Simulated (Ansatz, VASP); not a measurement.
One calculation of InP, two programs

```xyz
2
Lattice="0.0000 2.9795 2.9795 2.9795 0.0000 2.9795 2.9795 2.9795 0.0000" Properties=species:S:1:pos:R:3 pbc="T T T"
In    0.0000    0.0000    0.0000
P     1.4898    1.4898    1.4898
```

Alike in both runs: task single point; functional HF; k mesh 6 × 6 × 6; no spin polarisation.

|  | VASP | Ansatz |
| --- | --- | --- |
| version | VASP 6.6.1 | Ansatz 0.2.0 |
| potentials or method | VASP PAW PBE potentials, release 64 (In_d, P), cutoff 520 eV | scalar-relativistic, plane waves, PAW |
| occupations | gaussian, width 0.01 eV | fixed |
| valence electrons in the cell | 18 | 18 |

VASP gave:

```
gap on the k mesh at the Fermi level (eV) : 6.82
least direct gap on the mesh (eV)         : 6.82
pressure (GPa)                            : 0.3
```

Q: Which values does Ansatz return?

A: gap on the k mesh at the Fermi level (eV): 6.78; least direct gap on the mesh (eV): 6.78; pressure (GPa): 0.8.

VASP's potentials were made for PBE, not for HF. Ansatz's warnings: stress exchange threshold loose, stress scf threshold loose.
